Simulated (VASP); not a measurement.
# AgCl in VASP: notebook, part 2 of 2

VASP 6.6.1. The steps go on from the part before.

## 5. Single point, r2SCAN (epitaxial 111 strain -0.3%)

The input, POSCAR:

```
AgCl
1.0
    3.3984424694      0.0147389856      0.0147389856
    0.0147389856      3.3984424694      0.0147389856
    0.0147389856      0.0147389856      3.3984424694
Ag Cl
1 1
Direct
    0.0000000000      0.0000000000      0.0000000000
    0.5000000000      0.5000000000      0.5000000000
```

The input, INCAR.step1:

```
ALGO = Normal ; EDIFF = 1E-4
ENCUT = 520 ; GGA = PE
ISMEAR = 0 ; LASPH = T
LCHARG = F ; LREAL = F
LWAVE = T ; NBANDS = 16
NELM = 100 ; PREC = Accurate
SIGMA = 0.01
```

The input, INCAR.step2:

```
ALGO = Normal ; EDIFF = 1E-6
ENCUT = 520 ; ISIF = 2
ISMEAR = 0 ; ISTART = 1
LASPH = T ; LCHARG = F
LMIXTAU = T ; LREAL = F
LWAVE = F ; METAGGA = R2SCAN
NBANDS = 16 ; NELM = 100
PREC = Accurate ; SIGMA = 0.01
```

The input, KPOINTS:

```
k-points
0
Gamma
  8 8 8
```

Potentials or basis: VASP PAW PBE potentials, release 64 (Ag, Cl).

On the command line:

```sh
$ cat potpaw_PBE.64/Ag/POTCAR potpaw_PBE.64/Cl/POTCAR > POTCAR
$ cp INCAR.step1 INCAR
$ mpirun -np 1 vasp_std > vasp.out
$ cp INCAR.step2 INCAR
$ mpirun -np 1 vasp_std > vasp.out
```

OUTCAR:

```text
EDIFF = 1E-6
   ENCUT = 520
   ISIF = 2
   ISMEAR = 0
   ISTART = 1
   LASPH = T
   LREAL = F
   METAGGA = R2SCAN
   NELM = 100
   PREC = Accurate

 ion  position               nearest neighbor table
   1  0.000  0.000  0.000-   2 2.93   2 2.93   2 2.93   2 2.93   2 2.93   2 2.93   2 2.97   2 2.97

   2  0.500  0.500  0.500-   1 2.93   1 2.93   1 2.93   1 2.93   1 2.93   1 2.93   1 2.97   1 2.97

  LATTYP: Found a trigonal (rhomboedric) cell.
 ALAT       =     3.3985063915
 COS(alpha) =     0.0086924475

  Lattice vectors:

 A1 = (   3.3984424694,   0.0147389856,   0.0147389856)
 A2 = (   0.0147389856,   3.3984424694,   0.0147389856)
 A3 = (   0.0147389856,   0.0147389856,   3.3984424694)

Analysis of symmetry for initial positions (statically):
=====================================================================
 Subroutine PRICEL returns:
 Original cell was already a primitive cell.

 Routine SETGRP: Setting up the symmetry group for a
 trigonal (rhombohedral) supercell.

 Subroutine GETGRP returns: Found 12 space group operations
 (whereof 12 operations were pure point group operations)
 out of a pool of 12 trial point group operations.

[... 162 lines left out ...]

 E-fermi :   4.1510     XC(G=0): -11.0491

 val. band max:        4.0076789679   @ k =   0.5000   0.0000   0.0000
 cond. band min:       5.1642114510   @ k =   0.0000   0.0000   0.0000
 fundamental gap:      1.1565324830
 Fermi energy:         4.1509846899

 k-point     1 :       0.0000    0.0000    0.0000
  band No.  band energies     occupation
      1     -11.4017      2.00000
      2       1.1588      2.00000
      3       1.1588      2.00000
      4       2.1395      2.00000
      5       2.1395      2.00000
      6       2.1511      2.00000
[... 433 lines left out ...]
      3       0.7276      2.00000
      4       1.2753      2.00000
      5       1.4340      2.00000
      6       2.0391      2.00000
[... 8 lines left out ...]
     15      19.2061      0.00000
     16      21.5855      0.00000

 [... further k-points ...]

------------------------ aborting loop because EDIFF is reached ----------------------------------------

  FORCE on cell =-STRESS in cart. coord.  units (eV):
  Direction    XX          YY          ZZ          XY          YZ          ZX
  --------------------------------------------------------------------------------------
  -------------------------------------------------------------------------------------
  Total       -0.0632242     -0.0632242     -0.0632242      0.0226663      0.0226663      0.0226663
  in kB       -2.5809454     -2.5809454     -2.5809454      0.9252867      0.9252867      0.9252867
  external PRESSURE =      -2.5809454 kB  Pullay stress =       0.0000000 kB

 VOLUME and BASIS-vectors are now :
 -----------------------------------------------------------------------------
  energy-cutoff  :      520.00
  volume of cell :       39.25
      direct lattice vectors                 reciprocal lattice vectors
     3.398442469  0.014738986  0.014738986     0.294263465 -0.001270704 -0.001270704
     0.014738986  3.398442469  0.014738986    -0.001270704  0.294263465 -0.001270704
     0.014738986  0.014738986  3.398442469    -0.001270704 -0.001270704  0.294263465

 POSITION                                       TOTAL-FORCE (eV/Angst)
 -----------------------------------------------------------------------------------
      0.00000      0.00000      0.00000         0.000000      0.000000     -0.000000
      1.71396      1.71396      1.71396        -0.000000     -0.000000      0.000000
 -----------------------------------------------------------------------------------
    total drift:                               -0.000000      0.000000      0.000000

  FREE ENERGIE OF THE ION-ELECTRON SYSTEM (eV)
  ---------------------------------------------------
  free  energy   TOTEN  =       -28.4004824359 eV

  energy  without entropy=      -28.4004824359  energy(sigma->0) =      -28.40048244
```

OUTCAR.step1:

```text
EDIFF = 1E-4
   ENCUT = 520
   GGA = PE
   ISMEAR = 0
   LASPH = T
[... 679 lines left out ...]
 -----------------------------------------------------------------------------------
      0.00000      0.00000      0.00000        -0.000000     -0.000000     -0.000000
      1.71396      1.71396      1.71396         0.000000      0.000000      0.000000
 -----------------------------------------------------------------------------------
    total drift:                               -0.000000      0.000000      0.000000

  FREE ENERGIE OF THE ION-ELECTRON SYSTEM (eV)
  ---------------------------------------------------
  free  energy   TOTEN  =        -5.1177878071 eV

  energy  without entropy=       -5.1177878071  energy(sigma->0) =       -5.11778781
```

OSZICAR.step1:

```text
N       E                     dE             d eps       ncg     rms          rms(c)
DAV:   1     0.995019169480E+02    0.99502E+02   -0.87215E+03  2120   0.103E+03
DAV:   2    -0.186183506982E+01   -0.10136E+03   -0.93436E+02  2664   0.223E+02
DAV:   3    -0.539016533023E+01   -0.35283E+01   -0.35216E+01  2520   0.440E+01
DAV:   4    -0.541174179490E+01   -0.21576E-01   -0.21575E-01  2712   0.378E+00
DAV:   5    -0.541199696718E+01   -0.25517E-03   -0.25517E-03  2544   0.400E-01    0.588E+00
DAV:   6    -0.513021906628E+01    0.28178E+00   -0.35499E-01  2544   0.856E+00    0.393E+00
DAV:   7    -0.512127622574E+01    0.89428E-02   -0.13697E-01  2248   0.247E+00    0.215E+00
DAV:   8    -0.511803217941E+01    0.32440E-02   -0.70926E-03  2440   0.854E-01    0.404E-01
DAV:   9    -0.511776030324E+01    0.27188E-03   -0.68386E-04  2744   0.388E-01    0.529E-02
DAV:  10    -0.511778780706E+01   -0.27504E-04   -0.11002E-04  1344   0.112E-01
   1 F= -.51177878E+01 E0= -.51177878E+01  d E =-.258885E-37
```

Wall time 88 s (1 thread of Intel Xeon Platinum 8488C (Sapphire Rapids), shared host); peak memory 0.19 GiB.

What came out:

```yaml
Free_energy: -28.4005 eV
Pressure: -0.3 GPa
Band_gap_on_the_k_mesh: 1.16 eV (least direct gap 2.81 eV)
```

Stress tensor (GPa, compression positive):
```
-0.26  0.09  0.09
 0.09 -0.26  0.09
 0.09  0.09 -0.26
```

Levels at points of the mesh, in eV from the valence-band top:
```
           k point  band 6  band 7  band 8  band 9  band 10  band 11  band 12  band 13
(0.00, 0.00, 0.00)   -1.86   -1.71   -1.71   -1.66     1.16     9.94     9.94    14.72
(0.50, 0.00, 0.00)   -1.81   -1.49   -0.06    0.00     5.61     6.23     9.89    10.65
(0.50, 0.50, 0.00)   -2.16   -2.15   -1.55   -1.03     3.25     9.76     9.86    11.30
(0.50, 0.50, 0.50)   -1.53   -0.24   -0.17   -0.17     5.17     5.29     5.29     7.57
```

Caveat: the cell differs from its parent crystal (epitaxial 111 strain -0.3%); the PAW data sets were made with another functional, which shifts forces and pressure a little. A k mesh can miss the band edges.

## 6. The runs side by side

```csv
level,cell,smearing,gap on the mesh (eV),pressure (GPa)
PBE,"a = 3.399 Å, angles 89.5°, 2 atoms",fermi-dirac 0.02 eV,0.56,1.3
r2SCAN,"a = 3.578 Å, 2 atoms",gaussian 0.01 eV,1.13,-6.0
r2SCAN,"a = 3.392 Å, angles 90.1°, 2 atoms",gaussian 0.01 eV,1.18,0.1
r2SCAN,"a = 3.399 Å, angles 89.5°, 2 atoms",gaussian 0.01 eV,1.16,-0.3
```

Alike in all rows: task single point; potentials or basis VASP PAW PBE potentials, release 64 (Ag, Cl); no spin polarisation; k mesh 8 × 8 × 8; cutoff (eV) 520.

Caveats: the PAW data sets were made with another functional, which shifts forces and pressure a little (at least some runs); the cell stands under tension (at least some runs).

Absolute energies hang on the potentials; compare differences alone.
